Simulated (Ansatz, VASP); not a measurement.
**Nb: VASP beside Ansatz**

```
Nb
1.0
     0.00000    2.10080    2.10080
     2.10080    0.00000    2.10080
     2.10080    2.10080    0.00000
Nb
1
Direct
  0.00000 0.00000 0.00000
```

Alike in both runs: task single point; functional HSE06; k mesh 6 × 6 × 6; occupations fermi-dirac, width 0.05 eV; no spin polarisation.

```csv
,VASP,Ansatz
version,VASP 6.6.1,Ansatz 0.2.0
potentials or method,"VASP PAW PBE potentials, release 64 (Nb_sv)",Ansatz PAW
plane-wave cutoff (eV),520,420
valence electrons in the cell,13,13
```

Ansatz gave:

- gap on the k mesh at the Fermi level (eV): none
- pressure (GPa): 1.5

**Question.** Which values does VASP return?

**Answer.** gap on the k mesh at the Fermi level (eV): none; pressure (GPa): 1.0.

A gap of «none» marks a metal or a gap that the smearing closes.

The k mesh is coarse, so the values compare programs but aren't converged.
